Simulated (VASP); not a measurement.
RbLaSn3: single point with PBE

Crystal: RbLaSn3.

```
Rb La Sn
1.0
     4.51291    0.00000    0.00000
     0.00000    4.51291    0.00000
     0.00000    0.00000    9.08695
Rb La Sn
1 1 3
Direct
  0.50000 0.50000 0.50000
  0.00000 0.00000 0.50000
  0.50000 0.50000 0.15361
  0.50000 0.50000 0.84639
  0.00000 0.00000 0.00000
```

The cell was generated, and may not be a known phase.

```json
{
  "Program": "VASP 6.6.1",
  "Task": "single point",
  "Functional": "PBE",
  "Potentials or basis": "VASP PAW PBE potentials, release 64 (Rb_sv, La, Sn_d)",
  "Cutoff": "520 eV",
  "k mesh": "4 × 4 × 2",
  "Occupations": "gaussian, width 0.2 eV",
  "Spin": "no spin polarisation"
}
```

```yaml
Pressure: 0.3 GPa
Largest_force: 0.023 eV/Å
Band_gap_on_the_k_mesh: zero (bands 31 and 32 overlap by 0.87 eV)
```

Forces in eV/Å, atoms in the order of the input:
```
Rb   0.000  0.000  0.000
La   0.000  0.000  0.000
Sn   0.000  0.000  0.023
Sn   0.000  0.000 -0.023
Sn   0.000  0.000  0.000
```

Stress tensor (GPa, compression positive):
```
0.05 0.00 0.00
0.00 0.05 0.00
0.00 0.00 0.71
```

Levels at points of the mesh, in eV from the Fermi level:
| k point | band 29 | band 30 | band 31 | band 32 | band 33 | band 34 |
| --- | --- | --- | --- | --- | --- | --- |
| (0.00, 0.00, 0.00) | -1.04 | -1.04 | -0.62 | 0.12 | 0.55 | 0.55 |
| (0.50, 0.00, 0.00) | -0.46 | 0.50 | 0.59 | 0.61 | 0.68 | 0.71 |
| (0.50, 0.50, 0.00) | -1.30 | -1.30 | -1.29 | 0.08 | 0.51 | 0.80 |
| (0.00, 0.00, 0.50) | -1.20 | -1.14 | -1.14 | 0.12 | 0.64 | 0.82 |
| (0.50, 0.00, 0.50) | -0.09 | 0.27 | 0.37 | 0.48 | 0.82 | 0.83 |
| (0.50, 0.50, 0.50) | -0.40 | -0.31 | -0.31 | -0.27 | -0.26 | -0.26 |

It took 120 s on 1 thread of Intel(R) Xeon(R) 6975P-C (Granite Rapids), with other jobs on the host, peak memory 0.34 GiB.

Caveat: spin-orbit coupling is left out, which moves the levels of the heavy elements.
